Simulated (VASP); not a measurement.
# TaRu2 (P6/mmm) in VASP: notebook

The runs below take TaRu2 through single point, with PBE.

Program: VASP 6.6.1. These are calculated values, not measurements. Logs are shortened: lines on timing, memory, paths and dates and some standing lists are left out, and cuts for length are marked.

### 1 The cell of the first run

It takes space group P6/mmm (No. 191, hexagonal). Conventional cell: a = 3.846 Å, b = 3.846 Å, c = 3.561 Å, α = 90.00°, β = 90.00°, γ = 120.00°. Ta (site symmetry 6/mmm) has 6 Ru at 2.22 Å within 2.9 Å. Ru (site symmetry -6m2) has 3 Ta at 2.22 Å and 3 Ru at 2.22 Å within 2.9 Å.

The cell was generated, and may not be a known phase.

### 2 Single point, PBE

The input, INCAR:

```
PREC = Accurate
ENCUT = 520
EDIFF = 1E-6
ISMEAR = 0
SIGMA = 0.1
LREAL = F
LASPH = T
NELM = 80
ALGO = Normal
ISIF = 2
LWAVE = F
LCHARG = F
GGA = PE
NBANDS = 26
```

The input, KPOINTS:

```
Automatic mesh
0
Gamma
  6 6 6
```

The input, POSCAR:

```
TaRu2
1.0
    3.8460047600      0.0000000000      0.0000000000
   -1.9230023800      3.3307378300      0.0000000000
    0.0000000000      0.0000000000      3.5606083900
Ta Ru
1 2
Direct
    0.0000000000      0.0000000000      0.5000000000
    0.3333333300      0.6666666700      0.5000000000
    0.6666666700      0.3333333300      0.5000000000
```

Potentials or basis: VASP PAW PBE potentials, release 64 (Ta_pv, Ru_pv).

Command:

```bash
> cat potpaw_PBE.64/Ta_pv/POTCAR potpaw_PBE.64/Ru_pv/POTCAR > POTCAR
> mpirun -np 1 vasp_std > vasp.out
```

OUTCAR:

```text
PREC = Accurate
   ENCUT = 520
   EDIFF = 1E-6
   ISMEAR = 0
   LREAL = F
   LASPH = T
   NELM = 80
   ISIF = 2
   GGA = PE

 ion  position               nearest neighbor table
   1  0.000  0.000  0.500-   2 2.22   3 2.22   3 2.22   2 2.22   3 2.22   2 2.22
   2  0.333  0.667  0.500-   1 2.22   3 2.22   3 2.22   1 2.22   1 2.22   3 2.22
   3  0.667  0.333  0.500-   1 2.22   2 2.22   2 2.22   1 2.22   1 2.22   2 2.22

  LATTYP: Found a hexagonal cell.
 ALAT       =     3.8460047600
 C/A-ratio  =     0.9257940674

  Lattice vectors:

 A1 = (   3.8460047600,   0.0000000000,   0.0000000000)
 A2 = (  -1.9230023800,   3.3307378300,   0.0000000000)
 A3 = (   0.0000000000,   0.0000000000,   3.5606083900)

Analysis of symmetry for initial positions (statically):
=====================================================================
 Subroutine PRICEL returns:
 Original cell was already a primitive cell.

 Routine SETGRP: Setting up the symmetry group for a
 hexagonal supercell.

 Subroutine GETGRP returns: Found 24 space group operations
 (whereof 24 operations were pure point group operations)
 out of a pool of 24 trial point group operations.

The static configuration has the point symmetry D_6h.

Analysis of symmetry for dynamics (positions and initial velocities):
=====================================================================
 Subroutine PRICEL returns:
 Original cell was already a primitive cell.

 Routine SETGRP: Setting up the symmetry group for a
 hexagonal supercell.

 Subroutine GETGRP returns: Found 24 space group operations
 (whereof 24 operations were pure point group operations)
 out of a pool of 24 trial point group operations.

The dynamic configuration has the point symmetry D_6h.

 Subroutine INISYM returns: Found 24 space group operations
 (whereof 24 operations are pure point group operations),
 and found     1 'primitive' translations

----------------------------------------------------------------------------------------

                                     Primitive cell

  volume of cell :      45.6115

  direct lattice vectors                    reciprocal lattice vectors
     3.846004760  0.000000000  0.000000000     0.260010079  0.150116889  0.000000000
    -1.923002380  3.330737830  0.000000000     0.000000000  0.300233777  0.000000000
[... 85 lines left out ...]
   ENCUT  =  520.0 eV  38.22 Ry    6.18 a.u.   7.15  7.15  6.62*2*pi/ulx,y,z
   NELM   =     80;   NELMIN=  2; NELMDL= -5     # of ELM steps
   EDIFF  = 0.1E-05   stopping-criterion for ELM
   LREAL  =      F    real-space projection
   EDIFFG = 0.1E-04   stopping-criterion for IOM
   NSW    =      0    number of steps for IOM
   IBRION =     -1    ionic relax: 0-MD 1-quasi-New 2-CG
   NFREE  =      0    steps in history (QN), initial steepest desc. (CG)
   ISIF   =      2    stress and relaxation
   ISYM   =      2    0-nonsym 1-usesym 2-fastsym
   POTIM  = 0.5000    time-step for ionic-motion
   TEBEG  =    0.0;   TEEND  =   0.0 temperature during run
   PSTRESS=    0.0 pullay stress
   NELECT =      39.0000    total number of electrons
   NUPDOWN=      -1.0000    fix difference up-down
   EMIN   =  10.00;   EMAX   =-10.00  energy-range for DOS
   EFERMI =   0.00;   METHOD = LEGACY
   ISMEAR =     0;   SIGMA  =   0.10  broadening in eV -4-tet -1-fermi 0-gaus
   EFERMI_NEDOS =   21; number of points for ismear=-14 and -15
   IALGO  =     38    algorithm
   IMIX   =      4    mixing-type and parameters
     AMIX     =   0.40;   BMIX     =  1.00
     AMIX_MAG =   1.60;   BMIX_MAG =  1.00
  volume/ion in A,a.u.               =      15.20       102.60
  Fermi-wavevector in a.u.,A,eV,Ry     =   1.553835  2.936322 32.849946  2.414403
  Thomas-Fermi vector in A             =   2.658008
   LORBIT       =      0    0 simple, 1 ext, 2 COOP (PROOUT), +10 PAW based schemes
   GGA     = PE    functional components
   LHFCALC =     F    Hartree Fock is set to
   AEXX    =    0.0000 exact exchange contribution
   IVDW    =     0    specifies the selected vdW correction
   LEPSILON=     F    determine dielectric tensor
   LRPA    =     F    only Hartree local field effects (RPA)
 non-spin polarized calculation
 Gauss-broadening in eV      SIGMA  =   0.10
  energy-cutoff  :      520.00
  volume of cell :       45.61
 maximum number of plane-waves:      1269
 NGX is ok and might be reduce to    30
   NGX = 15   NGY = 15   NGZ = 13

 number of electron      39.0000005 magnetization

 Free energy of the ion-electron system (eV)
  ---------------------------------------------------
  ext. energy  EPLUGINS =         0.00000000
  ---------------------------------------------------
  free energy    TOTEN  =       -17.25475916 eV

  energy without entropy =      -17.23714509  energy(sigma->0) =      -17.24595213

 E-fermi :  10.2591     XC(G=0): -12.8560

 val. band max:       10.2217348742   @ k =   0.5000  -0.0000   0.5000
 cond. band min:      10.2739618022   @ k =   0.5000  -0.0000   0.3333
 fundamental gap:      0.0522269280
 Fermi energy:        10.2591228624

 k-point     1 :       0.0000    0.0000    0.0000
  band No.  band energies     occupation
      1     -34.7348      2.00000
      2     -34.7348      2.00000
      3     -33.1382      2.00000
      4     -33.1382      2.00000
      5     -33.0718      2.00000
      6     -32.4581      2.00000
[... 685 lines left out ...]
     25      13.8407      0.00000
     26      15.1808      0.00000

 [... further k-points ...]

------------------------ aborting loop because EDIFF is reached ----------------------------------------

  FORCE on cell =-STRESS in cart. coord.  units (eV):
  Direction    XX          YY          ZZ          XY          YZ          ZX
  --------------------------------------------------------------------------------------
  -------------------------------------------------------------------------------------
  Total       63.0571033     63.0571035     -2.9903859      0.0000000      0.0000000     -0.0000000
  in kB     2214.9815903   2214.9815967   -105.0420850      0.0000000      0.0000000     -0.0000000
  external PRESSURE =    1441.6403673 kB  Pullay stress =       0.0000000 kB

 VOLUME and BASIS-vectors are now :
 -----------------------------------------------------------------------------
  energy-cutoff  :      520.00
  volume of cell :       45.61
      direct lattice vectors                 reciprocal lattice vectors
     3.846004760  0.000000000  0.000000000     0.260010079  0.150116889  0.000000000
    -1.923002380  3.330737830  0.000000000     0.000000000  0.300233777  0.000000000
     0.000000000  0.000000000  3.560608390     0.000000000  0.000000000  0.280850880

 POSITION                                       TOTAL-FORCE (eV/Angst)
 -----------------------------------------------------------------------------------
      0.00000      0.00000      1.78030         0.000000      0.000000      0.000000
     -0.00000      2.22049      1.78030        -0.000000     -0.000000      0.000000
      1.92300      1.11025      1.78030         0.000000      0.000000      0.000000
 -----------------------------------------------------------------------------------
    total drift:                               -0.000000      0.000000      0.000000

  FREE ENERGIE OF THE ION-ELECTRON SYSTEM (eV)
  ---------------------------------------------------
  free  energy   TOTEN  =       -17.2547591628 eV

  energy  without entropy=      -17.2371450939  energy(sigma->0) =      -17.24595213
```

OSZICAR:

```text
N       E                     dE             d eps       ncg     rms          rms(c)
DAV:   1     0.459487590260E+03    0.45949E+03   -0.23983E+04  1464   0.162E+03
DAV:   2    -0.482542908252E+01   -0.46431E+03   -0.45453E+03  1592   0.504E+02
DAV:   3    -0.180819764281E+02   -0.13257E+02   -0.13072E+02  1694   0.899E+01
DAV:   4    -0.182596719134E+02   -0.17770E+00   -0.17748E+00  1666   0.954E+00
DAV:   5    -0.182627003874E+02   -0.30285E-02   -0.30282E-02  1634   0.120E+00    0.465E+01
DAV:   6    -0.175342077041E+02    0.72849E+00   -0.15193E+00  1566   0.705E+00    0.271E+01
DAV:   7    -0.178154961781E+02   -0.28129E+00   -0.44578E+00  1568   0.157E+01    0.807E+00
DAV:   8    -0.172580945703E+02    0.55740E+00   -0.23352E+00  1580   0.101E+01    0.106E+00
DAV:   9    -0.172549600848E+02    0.31345E-02   -0.40057E-02  1574   0.126E+00    0.543E-01
DAV:  10    -0.172547501810E+02    0.20990E-03   -0.20608E-03  1738   0.347E-01    0.119E-01
DAV:  11    -0.172547628234E+02   -0.12642E-04   -0.11321E-04  1724   0.735E-02    0.358E-02
DAV:  12    -0.172547604252E+02    0.23982E-05   -0.49371E-06  1420   0.189E-02    0.453E-03
DAV:  13    -0.172547592199E+02    0.12053E-05   -0.79252E-07   808   0.726E-03    0.186E-03
DAV:  14    -0.172547591628E+02    0.57149E-07   -0.89279E-08   788   0.251E-03
   1 F= -.17254759E+02 E0= -.17245952E+02  d E =-.176141E-01
```

stdout:

```text
POSCAR found type information on POSCAR TaRu
 POSCAR found :  2 types and       3 ions
 scaLAPACK will be used
 LDA part: xc-table for (Slater+PW92), standard interpolation
 POSCAR, INCAR and KPOINTS ok, starting setup
 FFT: planning ... GRIDC
 FFT: planning ... GRID_SOFT
 FFT: planning ... GRID
 WAVECAR not read
 entering main loop
```

Run time: 22 s. Hardware: 1 thread of Intel Xeon 6975P-C (Granite Rapids), shared host; peak memory 0.17 GiB.

What came out:

* Free energy: -17.2548 eV
* Pressure: 144.2 GPa
* Band gap on the k mesh: zero (an odd number of electrons rules out a gap without spin polarisation)

Levels at points of the mesh, in eV from the Fermi level:
| k point | band 18 | band 19 | band 20 | band 21 | band 22 | band 23 |
| --- | --- | --- | --- | --- | --- | --- |
| (0.00, 0.00, 0.00) | -2.39 | -2.39 | -0.71 | -0.59 | -0.59 | 1.05 |
| (0.50, 0.00, 0.00) | -3.28 | -3.12 | -0.38 | 0.17 | 2.29 | 2.94 |
| (0.00, 0.00, 0.50) | -2.27 | -2.27 | -1.51 | -0.30 | -0.30 | 0.55 |
| (0.50, 0.00, 0.50) | -0.12 | -0.04 | 0.59 | 1.28 | 2.97 | 3.16 |

Caveat: the stress differs along the axes, from -11 to 221 GPa; spin-orbit coupling is left out, which moves the levels of the heavy elements.

### 3 Single point, PBE

This run uses another cell than the first one, of 16.63 Å³/atom.

The input, INCAR:

```
SYSTEM = TaRu2
PREC     = Accurate       ! precision mode
ENCUT    = 520            ! plane-wave cutoff, eV
EDIFF    = 1E-6           ! SCF threshold, eV
ISMEAR   = 0              ! smearing method
SIGMA    = 0.1            ! smearing width, eV
LREAL    = .FALSE.        ! projectors in reciprocal space
LASPH    = .TRUE.         ! aspherical terms in the spheres
NELM     = 100            ! most SCF steps
ALGO     = Normal         ! electronic algorithm
ISIF     = 2              ! what is computed and relaxed
LWAVE    = .FALSE.        ! write WAVECAR
LCHARG   = .FALSE.        ! write CHGCAR
GGA      = PE             ! functional
NBANDS   = 26             ! bands
```

The input, KPOINTS:

```
Automatic mesh
0
G
  6 6 6
  0 0 0
```

The input, POSCAR:

```
TaRu2
1.0
    4.6324413468      0.0000000000      0.0000000000
   -2.3162206734      4.0118118879      0.0000000000
    0.0000000000      0.0000000000      2.6843357792
Ta Ru
1 2
Direct
    0.0000000000      0.0000000000      0.5000000000
    0.3333333333      0.6666666667      0.5000000000
    0.6666666667      0.3333333333      0.5000000000
```

Potentials or basis: VASP PAW PBE potentials, release 64 (Ta_pv, Ru_pv).

Command:

```bash
> cat potpaw_PBE.64/Ta_pv/POTCAR potpaw_PBE.64/Ru_pv/POTCAR > POTCAR
> mpirun -np 1 vasp_std > vasp.out
```

Run time: 16 s. Hardware: 1 thread of Intel Xeon 6975P-C (Granite Rapids), shared host; peak memory 0.18 GiB.

Results (log left out):

```
Free energy            : -28.0579 eV
Pressure               : 0.1 GPa
Band gap on the k mesh : zero (an odd number of electrons rules out a gap without spin polarisation)
```

Stress tensor (GPa, compression positive):
```
 0.20  0.00  0.00
 0.00  0.20  0.00
 0.00  0.00 -0.01
```

Levels at points of the mesh, in eV from the Fermi level:
| k point | band 16 | band 17 | band 18 | band 19 | band 20 | band 21 | band 22 | band 23 |
| --- | --- | --- | --- | --- | --- | --- | --- | --- |
| (0.00, 0.00, 0.00) | -2.48 | -2.21 | -0.87 | -0.87 | -0.44 | -0.44 | 0.44 | 0.44 |
| (0.50, 0.00, 0.00) | -2.67 | -2.21 | -0.86 | -0.25 | 0.37 | 0.72 | 0.94 | 1.06 |
| (0.00, 0.00, 0.50) | -1.66 | -1.48 | -1.48 | -0.69 | 0.70 | 0.70 | 1.08 | 1.08 |
| (0.50, 0.00, 0.50) | -1.96 | -1.79 | -1.18 | -0.30 | 0.57 | 1.14 | 3.76 | 4.08 |

Caveat: the k points lie up to 0.39 Å⁻¹ apart, too coarse for converged energies and pressures of a metal; spin-orbit coupling is left out, which moves the levels of the heavy elements.

The gap in the log of VASP goes by the Fermi energy; the results here count the filled bands.